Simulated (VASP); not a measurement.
Here is a VASP 6.6.1 calculation.

The input INCAR:

```
SYSTEM = P
  PREC = Accurate
  ENCUT = 520
  EDIFF = 1E-7
  ISMEAR = 0
  SIGMA = 0.15
  LREAL = .FALSE.
  LASPH = .TRUE.
  NELM = 80
  ALGO = Normal
  ISIF = 2
  LWAVE = .FALSE.
  LCHARG = .FALSE.
  GGA = PS
  NBANDS = 8
```

Contents of KPOINTS:

```
regular mesh
0
G
  12 12 12
  0 0 0
```

Contents of POSCAR:

```
P
1.0
    4.0592596145      0.0000000000      0.0000000000
    0.0000000000      4.0592596145      0.0000000000
    0.0000000000      0.0000000000      4.2685500000
P
1
Direct
    0.0000000000      0.0000000000      0.0000000000
```

Potentials or basis: VASP PAW PBE potentials, release 64 (P).

Launch:

```bash
$ cat potpaw_PBE.64/P/POTCAR > POTCAR
$ mpirun -np 1 vasp_std > vasp.out
```

Question: Predict the pressure.

Answer: -5.1 GPa.

Stress tensor (GPa, compression positive):
```
-5.43  0.00  0.00
 0.00 -5.43  0.00
 0.00  0.00 -4.41
```

Caveat: the cell differs from its parent crystal (strain -0.050 along x and y, -0.025 along z); the PAW data sets were made with another functional, which shifts forces and pressure a little.
